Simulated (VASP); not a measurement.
## CoSi2: single point with PBEsol

Crystal: CoSi2.

```
CELL_PARAMETERS angstrom
0.00000 2.65625 2.65625
2.65625 0.00000 2.65625
2.65625 2.65625 0.00000
ATOMIC_POSITIONS crystal
Co 0.00000 0.00000 0.00000
Si 0.25941 0.24059 0.25941
Si 0.75941 0.74059 0.75941
```

This cell differs from its parent crystal: all Si atoms moved +0.050 Å, as atom 2 along Cartesian [0 1 0].

* Program: VASP 6.6.1
* Task: single point
* Functional: PBEsol
* Potentials or basis: VASP PAW PBE potentials, release 64 (Co, Si)
* Cutoff: 520 eV
* k mesh: 16 × 16 × 16
* Occupations: gaussian, width 0.15 eV
* Spin: no spin polarisation
* Dipole correction: no
* Further INCAR settings: ALGO = Normal; EDIFF = 1e-06; NBANDS = 16

```
Pressure               : 0.2 GPa
Largest force          : 0.630 eV/Å
Band gap on the k mesh : zero (an odd number of electrons rules out a gap without spin polarisation)
```

Forces on the atoms (eV/Å):
```
Co   0.000  0.630  0.000
Si   0.000 -0.315  0.000
Si   0.000 -0.315  0.000
```

Stress tensor (GPa, compression positive):
```
0.28 0.00 0.00
0.00 0.16 0.00
0.00 0.00 0.28
```

Levels at points of the mesh, in eV from the Fermi level:
```tsv
k point	band 7	band 8	band 9	band 10	band 11	band 12
(0.00, 0.00, 0.00)	1.04	3.36	3.36	3.45	3.55	3.62
(0.50, 0.00, 0.00)	-1.69	-0.46	-0.45	2.71	3.51	3.54
(0.50, 0.50, 0.00)	-2.03	-1.98	-1.38	1.69	2.90	8.62
(0.50, 0.00, 0.50)	-2.02	-1.98	-1.38	1.69	2.90	8.63
```

It took 4.2 min on 1 thread of Intel Xeon 8259CL, on a shared host, peak memory 0.32 GiB.

Caveat: the cell differs from its parent crystal (all Si atoms moved +0.050 Å, as atom 2 along Cartesian [0 1 0]); the PAW data sets were made with another functional, which shifts forces and pressure a little; the run has no spin polarisation, though such a crystal can be magnetic. Spin polarisation is off, so any magnetic state and its effect on volume and gap are missing.
